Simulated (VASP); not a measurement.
# Rh (Pm-3m) in VASP: single point with LDA

Aim: the single point of Rh with LDA.

Program: VASP 6.6.1. These are calculated values, not measurements. Logs are shortened: lines on timing, memory, paths and dates and some standing lists are left out, and cuts for length are marked.

## Step 1: The cell of the first run

It takes space group Pm-3m (No. 221, cubic). The conventional cell has a = 2.479 Å, b = 2.479 Å, c = 2.479 Å, α = 90.00°, β = 90.00°, γ = 90.00°. Rh (site symmetry m-3m) has 6 Rh at 2.48 Å within 3.3 Å.

## Step 2: Single point, LDA

Input file INCAR:

```
PREC = Accurate
ENCUT = 520
EDIFF = 1E-6
ISMEAR = -1
SIGMA = 0.13605693000000002
LREAL = F
LASPH = T
NELM = 100
ALGO = Normal
ISIF = 2
LWAVE = F
LCHARG = F
GGA = CA
NBANDS = 14
```

Input file KPOINTS:

```
regular mesh
0
Gamma
  13 13 13
```

Input file POSCAR:

```
Rh
1.0
    2.4787532755      0.0000000000      0.0000000000
    0.0000000000      2.4787532755      0.0000000000
    0.0000000000      0.0000000000      2.4787532755
Rh
1
Direct
    0.0000000000      0.0000000000      0.0000000000
```

Potentials or basis: VASP PAW LDA potentials, release 64 (Rh_pv).

Run with:

```console
$ cat potpaw_LDA.64/Rh_pv/POTCAR > POTCAR
$ mpirun -np 1 vasp_std > vasp.out
```

OUTCAR:

```text
PREC = Accurate
   ENCUT = 520
   EDIFF = 1E-6
   ISMEAR = -1
   LREAL = F
   LASPH = T
   NELM = 100
   ISIF = 2
   GGA = CA

 ion  position               nearest neighbor table
   1  0.000  0.000  0.000-

  LATTYP: Found a simple cubic cell.
 ALAT       =     2.4787532755

  Lattice vectors:

 A1 = (   2.4787532755,   0.0000000000,   0.0000000000)
 A2 = (   0.0000000000,   2.4787532755,   0.0000000000)
 A3 = (   0.0000000000,   0.0000000000,   2.4787532755)

Analysis of symmetry for initial positions (statically):
=====================================================================
 Subroutine PRICEL returns:
 Original cell was already a primitive cell.

 Routine SETGRP: Setting up the symmetry group for a
 simple cubic supercell.

 Subroutine GETGRP returns: Found 48 space group operations
 (whereof 48 operations were pure point group operations)
 out of a pool of 48 trial point group operations.

The static configuration has the point symmetry O_h .

Analysis of symmetry for dynamics (positions and initial velocities):
=====================================================================
 Subroutine PRICEL returns:
 Original cell was already a primitive cell.

 Routine SETGRP: Setting up the symmetry group for a
 simple cubic supercell.

 Subroutine GETGRP returns: Found 48 space group operations
 (whereof 48 operations were pure point group operations)
 out of a pool of 48 trial point group operations.

The dynamic configuration has the point symmetry O_h .

 Subroutine INISYM returns: Found 48 space group operations
 (whereof 48 operations are pure point group operations),
 and found     1 'primitive' translations

----------------------------------------------------------------------------------------

                                     Primitive cell

  volume of cell :      15.2300

  direct lattice vectors                    reciprocal lattice vectors
     2.478753275  0.000000000  0.000000000     0.403428615  0.000000000  0.000000000
     0.000000000  2.478753275  0.000000000     0.000000000  0.403428615  0.000000000
     0.000000000  0.000000000  2.478753275     0.000000000  0.000000000  0.403428615

  length of vectors
     2.478753275  2.478753275  2.478753275     0.403428615  0.403428615  0.403428615

  position of ions in fractional coordinates (direct lattice)
     0.000000000  0.000000000  0.000000000

  ion indices of the primitive-cell ions
   primitive index   ion index
                 1           1

----------------------------------------------------------------------------------------

 KPOINTS: regular mesh

Automatic generation of k-mesh.
 Grid dimensions read from file:
 generate k-points for:   13   13   13

 Generating k-lattice:

  Cartesian coordinates                     Fractional coordinates (reciprocal lattice)
     0.031032970  0.000000000  0.000000000     0.076923077  0.000000000  0.000000000
     0.000000000  0.031032970  0.000000000     0.000000000  0.076923077  0.000000000
     0.000000000  0.000000000  0.031032970     0.000000000  0.000000000  0.076923077

  Length of vectors
     0.031032970  0.031032970  0.031032970

  Shift w.r.t. Gamma in fractional coordinates (k-lattice)
     0.000000000  0.000000000  0.000000000

 Subroutine IBZKPT returns following result:
 ===========================================

 Found     84 irreducible k-points:

 Following reciprocal coordinates:
            Coordinates               Weight
  0.000000  0.000000  0.000000      1.000000
  0.076923  0.000000  0.000000      6.000000
  0.153846  0.000000  0.000000      6.000000
  0.230769  0.000000  0.000000      6.000000
  0.307692  0.000000  0.000000      6.000000
  0.384615  0.000000  0.000000      6.000000
[... 16 lines left out ...]
  0.307692  0.307692  0.000000     12.000000
  0.384615  0.307692  0.000000     24.000000
 [... further k-points ...]
   k-points           NKPTS =     84   k-points in BZ     NKDIM =     84   number of bands    NBANDS=     14
   number of dos      NEDOS =    301   number of ions     NIONS =      1
   total plane-waves  NPLWV =   5832
   dimension x,y,z NGX =    18 NGY =   18 NGZ =   18
   dimension x,y,z NGXF=    36 NGYF=   36 NGZF=   36
   ions per type =               1
   NGX,Y,Z   is equivalent  to a cutoff of  12.07, 12.07, 12.07 a.u.
   NGXF,Y,Z  is equivalent  to a cutoff of  24.14, 24.14, 24.14 a.u.
 SYSTEM =  unknown system
   PREC   = accura    normal or accurate (medium, high low for compatibility)
   ISTART =      0    job   : 0-new  1-cont  2-samecut
   ICHARG =      2    charge: 1-file 2-atom 10-const
   ISPIN  =      1    spin polarized calculation?
   LNONCOLLINEAR =      F non collinear calculations
   LSORBIT =      F    spin-orbit coupling
   LASPH  =      T    aspherical Exc in radial PAW
   ENCUT  =  520.0 eV  38.22 Ry    6.18 a.u.   4.61  4.61  4.61*2*pi/ulx,y,z
   NELM   =    100;   NELMIN=  2; NELMDL= -5     # of ELM steps
   EDIFF  = 0.1E-05   stopping-criterion for ELM
   LREAL  =      F    real-space projection
   EDIFFG = 0.1E-04   stopping-criterion for IOM
   NSW    =      0    number of steps for IOM
   IBRION =     -1    ionic relax: 0-MD 1-quasi-New 2-CG
   NFREE  =      0    steps in history (QN), initial steepest desc. (CG)
   ISIF   =      2    stress and relaxation
   ISYM   =      2    0-nonsym 1-usesym 2-fastsym
   POTIM  = 0.5000    time-step for ionic-motion
   TEBEG  =    0.0;   TEEND  =   0.0 temperature during run
   PSTRESS=    0.0 pullay stress
   NELECT =      15.0000    total number of electrons
   NUPDOWN=      -1.0000    fix difference up-down
   EMIN   =  10.00;   EMAX   =-10.00  energy-range for DOS
   EFERMI =   0.00;   METHOD = LEGACY
   ISMEAR =    -1;   SIGMA  =   0.14  broadening in eV -4-tet -1-fermi 0-gaus
   EFERMI_NEDOS =   21; number of points for ismear=-14 and -15
   IALGO  =     38    algorithm
   IMIX   =      4    mixing-type and parameters
     AMIX     =   0.40;   BMIX     =  1.00
     AMIX_MAG =   1.60;   BMIX_MAG =  1.00
  volume/ion in A,a.u.               =      15.23       102.78
  Fermi-wavevector in a.u.,A,eV,Ry     =   1.628816  3.078015 36.096809  2.653041
  Thomas-Fermi vector in A             =   2.721384
   LORBIT       =      0    0 simple, 1 ext, 2 COOP (PROOUT), +10 PAW based schemes
   GGA     = CA    functional components
   LHFCALC =     F    Hartree Fock is set to
   AEXX    =    0.0000 exact exchange contribution
   IVDW    =     0    specifies the selected vdW correction
   LEPSILON=     F    determine dielectric tensor
   LRPA    =     F    only Hartree local field effects (RPA)
 non-spin polarized calculation
  energy-cutoff  :      520.00
  volume of cell :       15.23
 maximum number of plane-waves:       437
   NGX =  9   NGY =  9   NGZ =  9

 number of electron      15.0000002 magnetization

 Free energy of the ion-electron system (eV)
  ---------------------------------------------------
  ext. energy  EPLUGINS =         0.00000000
  ---------------------------------------------------
  free energy    TOTEN  =        -7.83853279 eV

  energy without entropy =       -7.73977674  energy(sigma->0) =       -7.78915476

 E-fermi :  10.0516     XC(G=0): -13.5557

 val. band max:       10.0482850637   @ k =   0.4615   0.1538   0.1538
 cond. band min:      10.0547930774   @ k =   0.2308   0.2308   0.1538
 fundamental gap:      0.0065080137
 Fermi energy:        10.0516159051

 k-point     1 :       0.0000    0.0000    0.0000
  band No.  band energies     occupation
      1     -35.8284      2.00000
      2     -35.8284      2.00000
      3     -35.8284      2.00000
      4       2.8135      2.00000
      5       4.4402      2.00000
      6       4.4402      2.00000
      7      10.9348      0.00303
      8      10.9348      0.00303
      9      10.9348      0.00303
     10      27.2484      0.00000
     11      27.2484      0.00000
     12      27.2484      0.00000
     13      30.9040      0.00000
     14      35.1320      0.00000

 k-point     2 :       0.0769    0.0000    0.0000
  band No.  band energies     occupation
      1     -35.8812      2.00000
      2     -35.8240      2.00000
      3     -35.8240      2.00000
      4       2.9919      2.00000
      5       4.4770      2.00000
      6       4.6149      2.00000
      7      10.7698      0.01015
      8      10.7698      0.01015
      9      10.9477      0.00276
     10      26.1140      0.00000
     11      27.5702      0.00000
     12      27.5702      0.00000
     13      30.9063      0.00000
     14      34.1383      0.00000

 k-point     3 :       0.1538    0.0000    0.0000
  band No.  band energies     occupation
      1     -36.0260      2.00000
      2     -35.8117      2.00000
      3     -35.8117      2.00000
      4       3.4488      2.00000
      5       4.5803      2.00000
      6       5.1760      2.00000
      7      10.3370      0.21868
      8      10.3370      0.21868
      9      10.9834      0.00212
     10      23.8840      0.00000
     11      28.4608      0.00000
     12      28.4608      0.00000
     13      30.9077      0.00000
     14      32.3887      0.00000

 k-point     4 :       0.2308    0.0000    0.0000
  band No.  band energies     occupation
      1     -36.2267      2.00000
      2     -35.7944      2.00000
      3     -35.7944      2.00000
      4       4.0147      2.00000
      5       4.7300      2.00000
      6       6.1653      2.00000
      7       9.7776      1.76446
      8       9.7776      1.76446
      9      11.0342      0.00146
     10      21.5734      0.00000
     11      29.7448      0.00000
     12      29.7448      0.00000
     13      30.6643      0.00000
     14      30.9081      0.00000

 k-point     5 :       0.3077    0.0000    0.0000
  band No.  band energies     occupation
      1     -36.4356      2.00000
      2     -35.7759      2.00000
      3     -35.7759      2.00000
      4       4.5702      2.00000
      5       4.8947      2.00000
      6       7.4727      2.00000
      7       9.2357      1.99504
      8       9.2357      1.99504
      9      11.0888      0.00098
     10      19.5056      0.00000
     11      29.2324      0.00000
[... 276 lines left out ...]
 k-point    22 :       0.4615    0.2308    0.0000
  band No.  band energies     occupation
      1     -36.6516      2.00000
      2     -36.1343      2.00000
      3     -35.7193      2.00000
      4       5.5341      2.00000
      5       5.6805      2.00000
      6       7.7231      2.00000
      7       8.7901      1.99981
      8      10.1321      0.71245
      9      12.7537      0.00000
     10      16.9908      0.00000
     11      26.9332      0.00000
     12      29.0450      0.00000
     13      30.9156      0.00000
     14      31.3381      0.00000

 k-point    23 :       0.3077    0.3077    0.0000
  band No.  band energies     occupation
      1     -36.3753      2.00000
      2     -36.3582      2.00000
      3     -35.7249      2.00000
      4       5.2589      2.00000
      5       5.6420      2.00000
      6       8.4759      1.99998
      7       9.4248      1.98023
      8       9.5931      1.93350
      9      10.4818      0.08124
     10      20.3738      0.00000
     11      23.8520      0.00000
     12      29.7517      0.00000
     13      30.9160      0.00000
     14      34.7759      0.00000

 k-point    24 :       0.3846    0.3077    0.0000
  band No.  band energies     occupation
      1     -36.5327      2.00000
      2     -36.3464      2.00000
      3     -35.7100      2.00000
      4       5.0451      2.00000
      5       5.6660      2.00000
      6       9.1064      1.99808
      7       9.1132      1.99798
      8       9.5975      1.93142
      9      11.9890      0.00000
     10      18.7745      0.00000
     11      24.4527      0.00000
     12      28.6937      0.00000
     13      30.9153      0.00000
     14      33.1999      0.00000

 [... further k-points ...]

------------------------ aborting loop because EDIFF is reached ----------------------------------------

  FORCE on cell =-STRESS in cart. coord.  units (eV):
  Direction    XX          YY          ZZ          XY          YZ          ZX
  --------------------------------------------------------------------------------------
  -------------------------------------------------------------------------------------
  Total        0.1627340      0.1627340      0.1627340     -0.0000000      0.0000000      0.0000000
  in kB       17.1194158     17.1194158     17.1194158     -0.0000000      0.0000000      0.0000000
  external PRESSURE =      17.1194158 kB  Pullay stress =       0.0000000 kB

 VOLUME and BASIS-vectors are now :
 -----------------------------------------------------------------------------
  energy-cutoff  :      520.00
  volume of cell :       15.23
      direct lattice vectors                 reciprocal lattice vectors
     2.478753275  0.000000000  0.000000000     0.403428615  0.000000000  0.000000000
     0.000000000  2.478753275  0.000000000     0.000000000  0.403428615  0.000000000
     0.000000000  0.000000000  2.478753275     0.000000000  0.000000000  0.403428615

 POSITION                                       TOTAL-FORCE (eV/Angst)
 -----------------------------------------------------------------------------------
      0.00000      0.00000      0.00000         0.000000      0.000000      0.000000
 -----------------------------------------------------------------------------------
    total drift:                               -0.000000      0.000000      0.000000

  FREE ENERGIE OF THE ION-ELECTRON SYSTEM (eV)
  ---------------------------------------------------
  free  energy   TOTEN  =        -7.8385327894 eV

  energy  without entropy=       -7.7397767361  energy(sigma->0) =       -7.78915476
```

Run time: 5.8 s. Hardware: 1 thread of Intel Xeon 6975P-C, shared host; peak memory 0.13 GiB.

What came out:

| Quantity | Value |
| --- | --- |
| Free energy | -7.8385 eV |
| Pressure | 1.7 GPa |
